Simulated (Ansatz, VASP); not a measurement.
## Two plane-wave programs on CuAu

```
Cu Au
1.0
     2.85070    0.00000    0.00000
     0.00000    2.85070    0.00000
     0.00000    0.00000    3.58161
Cu Au
1 1
Cartesian
  1.4254 1.4254 1.7908
  0.0000 0.0000 0.0000
```

Change from the starting cell: shortest bond scaled by 1, PAW files.

Alike in both runs: task electric field gradients; functional PBEsol; k mesh 11 × 11 × 8; occupations fermi-dirac, width 0.05 eV; no spin polarisation.

|  | VASP | Ansatz |
| --- | --- | --- |
| version | VASP 6.6.1 | Ansatz 0.2.0 |
| potentials or method | VASP PAW PBE potentials, release 64 (Cu, Au) | PAW with Ansatz's default frozen-core files, scalar-relativistic |
| plane-wave cutoff (eV) | 520 | 420 |
| valence electrons in the cell | 22 | 38 |

```tsv
	VASP	Ansatz	Ansatz less VASP
pressure (GPa)	-3.9	-4.0	-0.07
traceless stress, the component that is largest in VASP (GPa)	0.91	0.90	-0.016
size of Vzz on the site where it differs most (V/Å²)	71.0	49.6	-21.35
```

VASP's potentials were made for PBE, not for PBEsol. VASP's potentials hold 22 valence electrons a cell and Ansatz's 38, so a difference there can come from the potentials and not from the codes.

Neither program's run includes spin-orbit coupling.
